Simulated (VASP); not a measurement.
Input of a VASP 6.6.1 run:

File INCAR:

```
  PREC = Accurate
  ENCUT = 520
  EDIFF = 1E-7
  ISMEAR = 0
  SIGMA = 0.1
  LREAL = False
  LASPH = True
  NELM = 150
  ALGO = Normal
  ISIF = 2
  LWAVE = False
  LCHARG = True
  ISPIN = 2
  MAGMOM = 0 1 0
  LORBIT = 11
  LMAXMIX = 4
  GGA = PE
  LELF = True
  LVHAR = True
  NBANDS = 25
```

File KPOINTS:

```
regular mesh
0
Gamma
  6 6 4
```

POSCAR

```
SrTiO
1.0
    3.2694323000      0.0000000000      0.0000000000
    0.0000000000      3.2694323000      0.0000000000
    0.0000000000      0.0000000000      5.2390972500
Sr Ti O
1 1 1
Direct
    0.5000000000      0.5000000000      0.5000000000
    0.5000000000      0.5000000000      0.0000000000
    0.0000000000      0.0000000000      0.0000000000
```

Potentials or basis: VASP PAW PBE potentials, release 64 (Sr_sv, Ti_sv, O).

Run with:

```sh
$ cat potpaw_PBE.64/Sr_sv/POTCAR potpaw_PBE.64/Ti_sv/POTCAR potpaw_PBE.64/O/POTCAR > POTCAR
$ mpirun -np 1 vasp_std > vasp.out
```

Q: Estimate the pressure.

A: 0.0 GPa.

Q: Predict the net moment.

A: 1.39 μB per cell.

Q: Predict the site moments.

A: Sr +0.20; Ti +0.73; O +0.05 μB.

Stress tensor (GPa, compression positive):
```
-12.80   0.00   0.00
  0.00 -12.80   0.00
  0.00   0.00  25.73
```

Caveat: the stress differs along the axes, from -13 to 26 GPa.
